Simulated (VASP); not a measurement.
# Cl (Cmce) in VASP: further runs, part 2 of 2

VASP 6.6.1. The steps go on from the part before.

**3. Single point, RPBE (53.96 Å³/atom)**

This run uses another cell than the first one, of 53.96 Å³/atom.

Contents of INCAR:

```
SYSTEM = Cl
PREC     = Accurate       ! precision mode
ENCUT    = 520            ! plane-wave cutoff, eV
EDIFF    = 1E-7           ! SCF threshold, eV
ISMEAR   = -1             ! smearing method
SIGMA    = 0.05           ! smearing width, eV
LREAL    = .False.        ! projectors in reciprocal space
LASPH    = .True.         ! aspherical terms in the spheres
NELM     = 80             ! most SCF steps
ALGO     = Normal         ! electronic algorithm
ISIF     = 2              ! what is computed and relaxed
LWAVE    = .False.        ! write WAVECAR
LCHARG   = .False.        ! write CHGCAR
GGA      = RP             ! functional
NBANDS   = 22             ! bands
```

Contents of KPOINTS:

```
Automatic mesh
0
Gamma
  6 6 3
  0 0 0
```

Contents of POSCAR:

```
Cl
1.0
    4.1262932749     -2.7310477914      0.0000000000
    4.1262932749      2.7310477914      0.0000000000
    0.0000000000      0.0000000000      9.5773107843
Cl
4
Direct
    0.9042803312      0.0957196688      0.0931923605
    0.5957196688      0.4042803312      0.5931923605
    0.0957196688      0.9042803312      0.9068076395
    0.4042803312      0.5957196688      0.4068076395
```

Potentials or basis: VASP PAW PBE potentials, release 64 (Cl).

Run with:

```sh
> cat potpaw_PBE.64/Cl/POTCAR > POTCAR
> mpirun -np 1 vasp_std > vasp.out
```

It took 79 s on 1 thread of AMD EPYC 9R45 (Zen 5), shared host; peak memory 0.32 GiB.

Results (log left out):

```
Free energy            : -6.8651 eV
Pressure               : -1.1 GPa
Largest force          : 0.987 eV/Å
Band gap on the k mesh : 2.43 eV (least direct gap 2.45 eV)
```

Forces on the atoms (eV/Å):
```
Cl   0.000 -0.501 -0.850
Cl   0.000  0.501 -0.850
Cl   0.000  0.501  0.850
Cl   0.000 -0.501  0.850
```

Stress tensor (GPa, compression positive):
```
-0.06  0.00  0.00
 0.00 -0.87  0.00
 0.00  0.00 -2.39
```

Levels at points of the mesh, in eV from the valence-band top:
```tsv
k point	band 10	band 11	band 12	band 13	band 14	band 15	band 16	band 17	band 18	band 19
(0.00, 0.00, 0.00)	-2.23	-0.21	-0.05	-0.04	-0.02	2.43	2.80	6.00	7.11	8.17
(0.50, 0.00, 0.00)	-2.30	-0.11	-0.11	-0.05	-0.05	2.64	2.64	7.90	7.90	8.90
(0.50, 0.50, 0.00)	-2.34	-0.24	-0.22	-0.05	0.00	2.52	2.75	8.16	8.24	8.54
```

Caveat: this functional lacks dispersion, which holds the molecules together, so the pressure and a relaxed volume are unreliable; the PAW data sets were made with another functional, which shifts forces and pressure a little; this functional lacks dispersion, which binds layers or chains, so the pressure and a relaxed spacing across them are unreliable. A k mesh can miss the band edges.

**4. Relaxation of cell and atoms, RPBE**

This run uses another cell than the first one, of 27.53 Å³/atom.

Contents of INCAR:

```
PREC = Accurate
ENCUT = 600
EDIFF = 1E-6
ISMEAR = -1
SIGMA = 0.05
LREAL = False
LASPH = True
NELM = 100
ALGO = Normal
ISIF = 3
LWAVE = False
LCHARG = False
GGA = RP
IBRION = 2
NSW = 80
EDIFFG = -0.01
```

Contents of KPOINTS:

```
Automatic mesh
0
Gamma
  5 5 2
```

Contents of POSCAR:

```
Cl
1.0
    3.0726500000     -2.1977000000      0.0000000000
    3.0726500000      2.1977000000      0.0000000000
    0.0000000000      0.0000000000      8.1537000000
Cl
4
Direct
    0.8763000000      0.1237000000      0.1025000000
    0.6237000000      0.3763000000      0.6025000000
    0.1237000000      0.8763000000      0.8975000000
    0.3763000000      0.6237000000      0.3975000000
```

Run with:

```sh
> cat potpaw_PBE.64/Cl/POTCAR > POTCAR
> mpirun -np 1 vasp_std > vasp.out
```

Run time: 3.8 min. Hardware: 1 thread of AMD EPYC 9R45 (Zen 5), shared host; peak memory 0.21 GiB.

The run converged. Its results:

| Property | Result |
| --- | --- |
| Free energy | -6.9078 eV |
| Relaxed volume | 47.37 Å³/atom |
| Relaxed cell | a = 4.785 Å, b = 4.785 Å, c = 9.053 Å, α = 90.00°, β = 90.00°, γ = 66.12° |
| Space group after relaxing (to 0.1 Å) | Cmce (No. 64) |
| Energy gained by relaxing | 110.2 meV/atom |
| Ionic steps | 12 |
| Pressure after relaxing | 0.0 GPa |
| Largest force after relaxing | 0.005 eV/Å |
| Band gap on the k mesh | 2.77 eV (least direct gap 2.82 eV) |

Forces on the atoms (eV/Å):
```
Cl   0.000 -0.005  0.001
Cl   0.000  0.005  0.001
Cl   0.000  0.005 -0.001
Cl   0.000 -0.005 -0.001
```

Step by step:
```
step  energy change (eV)  largest force (eV/Å)  pressure (GPa)  volume (Å³)
   1              0.0000                0.2192            3.35       110.12
   2             -0.0828                0.9169            0.24       119.55
   3             -0.0842                0.8043            0.54       118.40
   4             -0.1762                0.6638            0.45       124.32
   5             -0.3517                0.1140            0.60       143.12
   6             -0.3112                1.7157            1.96       185.50
   7             -0.3903                0.7236            1.25       162.77
   8             -0.4316                0.1762            0.36       174.73
   9             -0.4373                0.1675           -0.13       183.45
  10             -0.4375                0.1122           -0.05       181.95
  11             -0.4387                0.0859           -0.03       183.82
  12             -0.4406                0.0052            0.02       189.49
```

Final structure:
```cif
data_structure
_symmetry_space_group_name_H-M 'P 1'
_symmetry_Int_Tables_number 1
_cell_length_a 4.7846
_cell_length_b 4.7846
_cell_length_c 9.0527
_cell_angle_alpha 90.000
_cell_angle_beta 90.000
_cell_angle_gamma 66.121
_cell_volume 189.49
loop_
_atom_site_label
_atom_site_type_symbol
_atom_site_fract_x
_atom_site_fract_y
_atom_site_fract_z
_atom_site_occupancy
Cl1 Cl 0.89445 0.10555 0.09251 1
Cl2 Cl 0.60555 0.39445 0.59251 1
Cl3 Cl 0.10555 0.89445 0.90749 1
Cl4 Cl 0.39445 0.60555 0.40749 1
```

Levels at points of the mesh, in eV from the valence-band top:
```
           k point  band 12  band 13  band 14  band 15  band 16  band 17
(0.00, 0.00, 0.00)    -0.11    -0.08    -0.05     2.77     3.17     6.06
(0.00, 0.00, 0.50)    -0.22    -0.06    -0.06     2.93     2.93     6.63
```

Caveat: the volume moved by over 15 % at a fixed basis, so the end points are rough; this functional lacks dispersion, which holds the molecules together, so the pressure and a relaxed volume are unreliable; the PAW data sets were made with another functional, which shifts forces and pressure a little; this functional lacks dispersion, which binds layers or chains, so the pressure and a relaxed spacing across them are unreliable. RPBE and its kin give volumes clearly too large for solids.

**5. Single point, RPBE (55.96 Å³/atom)**

This run uses another cell than the first one, of 55.96 Å³/atom.

Contents of INCAR:

```
SYSTEM = Cl
  PREC = Accurate
  ENCUT = 520
  EDIFF = 1E-6
  ISMEAR = -1
  SIGMA = 0.05
  LREAL = .False.
  LASPH = .True.
  NELM = 100
  ALGO = Normal
  ISIF = 2
  LWAVE = .False.
  LCHARG = .True.
  GGA = RP
  LELF = .True.
  LVHAR = .True.
  NBANDS = 22
```

Contents of KPOINTS:

```
Automatic mesh
0
Gamma
  6 6 3
  0 0 0
```

Contents of POSCAR:

```
Cl
1.0
    4.1766188844     -2.7643565350      0.0000000000
    4.1766188844      2.7643565350      0.0000000000
    0.0000000000      0.0000000000      9.6941187692
Cl
4
Direct
    0.9042803312      0.0957196688      0.0931923605
    0.5957196688      0.4042803312      0.5931923605
    0.0957196688      0.9042803312      0.9068076395
    0.4042803312      0.5957196688      0.4068076395
```

Run with:

```sh
> cat potpaw_PBE.64/Cl/POTCAR > POTCAR
> mpirun -np 1 vasp_std > vasp.out
```

Run time: 88 s. Hardware: 1 thread of AMD EPYC 9R45 (Zen 5), shared host; peak memory 0.31 GiB.

Results (log left out):

| Item | Value |
| --- | --- |
| Free energy | -6.8036 eV |
| Pressure | -1.4 GPa |
| Largest force | 1.297 eV/Å |
| Band gap on the k mesh | 2.31 eV (least direct gap 2.33 eV) |

Forces in eV/Å, atoms in the order of the input:
```
Cl   0.000 -0.658 -1.117
Cl   0.000  0.658 -1.117
Cl   0.000  0.658  1.117
Cl   0.000 -0.658  1.117
```

Stress tensor (GPa, compression positive):
```
-0.07  0.00  0.00
 0.00 -1.11  0.00
 0.00  0.00 -3.05
```

Levels at points of the mesh, in eV from the valence-band top:
| k point | band 12 | band 13 | band 14 | band 15 | band 16 | band 17 |
| --- | --- | --- | --- | --- | --- | --- |
| (0.00, 0.00, 0.00) | -0.05 | -0.04 | -0.02 | 2.31 | 2.65 | 6.00 |
| (0.50, 0.00, 0.00) | -0.10 | -0.05 | -0.05 | 2.51 | 2.51 | 7.89 |
| (0.50, 0.50, 0.00) | -0.20 | -0.04 | 0.00 | 2.39 | 2.61 | 8.14 |

Caveat: this functional lacks dispersion, which holds the molecules together, so the pressure and a relaxed volume are unreliable; the PAW data sets were made with another functional, which shifts forces and pressure a little; this functional lacks dispersion, which binds layers or chains, so the pressure and a relaxed spacing across them are unreliable. A k mesh can miss the band edges.

**6. Single point, RPBE**

This run uses another cell than the first one, of 49.97 Å³/atom.

Contents of INCAR:

```
PREC     = Accurate       # precision mode
ENCUT    = 520            # plane-wave cutoff, eV
EDIFF    = 1E-7           # SCF threshold, eV
ISMEAR   = -1             # smearing method
SIGMA    = 0.05           # smearing width, eV
LREAL    = False          # projectors in reciprocal space
LASPH    = True           # aspherical terms in the spheres
NELM     = 60             # most SCF steps
ALGO     = Normal         # electronic algorithm
ISIF     = 2              # what is computed and relaxed
LWAVE    = False          # write WAVECAR
LCHARG   = False          # write CHGCAR
GGA      = RP             # functional
NBANDS   = 22             # bands
```

Contents of KPOINTS:

```
Automatic mesh
0
Gamma
  7 7 3
```

Contents of POSCAR:

```
Cl
1.0
    4.0217849096     -2.6618773953      0.0000000000
    4.0217849096      2.6618773953      0.0000000000
    0.0000000000      0.0000000000      9.3347422059
Cl
4
Direct
    0.9042803312      0.0957196688      0.0931923605
    0.5957196688      0.4042803312      0.5931923605
    0.0957196688      0.9042803312      0.9068076395
    0.4042803312      0.5957196688      0.4068076395
```

Potentials or basis: VASP PAW PBE potentials, release 64 (Cl).

Run with:

```sh
> cat potpaw_PBE.64/Cl/POTCAR > POTCAR
> mpirun -np 1 vasp_std > vasp.out
```

Run time: 83 s. Hardware: 1 thread of AMD EPYC 9R45 (Zen 5), shared host; peak memory 0.28 GiB.

Results (log left out):

| Quantity | Value |
| --- | --- |
| Free energy | -6.9326 eV |
| Pressure | -0.3 GPa |
| Largest force | 0.208 eV/Å |
| Band gap on the k mesh | 2.70 eV (least direct gap 2.72 eV) |

Forces on the atoms (eV/Å):
```
Cl   0.000 -0.105 -0.179
Cl   0.000  0.105 -0.179
Cl   0.000  0.105  0.179
Cl   0.000 -0.105  0.179
```

Stress tensor (GPa, compression positive):
```
-0.01  0.00  0.00
 0.00 -0.20  0.00
 0.00  0.00 -0.55
```

Levels at points of the mesh, in eV from the valence-band top:
```csv
k point,band 10,band 11,band 12,band 13,band 14,band 15,band 16,band 17,band 18,band 19
"(0.00, 0.00, 0.00)",-2.47,-0.25,-0.06,-0.05,-0.02,2.70,3.12,6.00,7.05,8.35
```

Caveat: this functional lacks dispersion, which holds the molecules together, so the pressure and a relaxed volume are unreliable; the PAW data sets were made with another functional, which shifts forces and pressure a little; this functional lacks dispersion, which binds layers or chains, so the pressure and a relaxed spacing across them are unreliable. A k mesh can miss the band edges.

**7. Summary**

| task | cell | k mesh | cutoff (eV) | gap on the mesh (eV) | pressure (GPa) | largest force (eV/Å) |
| --- | --- | --- | --- | --- | --- | --- |
| single point | a = 4.886, b = 4.886, c = 9.458 Å, angles 90.0, 90.0, 67.0°, 4 atoms, atomic positions A | 6 × 6 × 3 | 520 | 2.56 | -0.7 | 0.63 |
| single point | a = 4.948, b = 4.948, c = 9.577 Å, angles 90.0, 90.0, 67.0°, 4 atoms, atomic positions A | 6 × 6 × 3 | 520 | 2.43 | -1.1 | 0.99 |
| relaxation of cell and atoms | relaxed from a = 3.778, b = 3.778, c = 8.154 Å, angles 90.0, 90.0, 71.1°, 4 atoms, atomic positions B | 5 × 5 × 2 | 600 | 2.77 | 0.0 | 0.01 |
| single point | a = 5.009, b = 5.009, c = 9.694 Å, angles 90.0, 90.0, 67.0°, 4 atoms, atomic positions A | 6 × 6 × 3 | 520 | 2.31 | -1.4 | 1.30 |
| single point | a = 4.823, b = 4.823, c = 9.335 Å, angles 90.0, 90.0, 67.0°, 4 atoms, atomic positions A | 7 × 7 × 3 | 520 | 2.70 | -0.3 | 0.21 |

Alike in all rows: level RPBE; potentials or basis VASP PAW PBE potentials, release 64 (Cl); no spin polarisation; smearing fermi-dirac 0.05 eV.

Caveats: this functional lacks dispersion, which holds the molecules together, so the pressure and a relaxed volume are unreliable; the PAW data sets were made with another functional, which shifts forces and pressure a little; this functional lacks dispersion, which binds layers or chains, so the pressure and a relaxed spacing across them are unreliable; the volume moved by over 15 % at a fixed basis, so the end points are rough (at least some runs).

Total energies depend on the potentials used, so only differences within one code and one set of settings carry meaning.
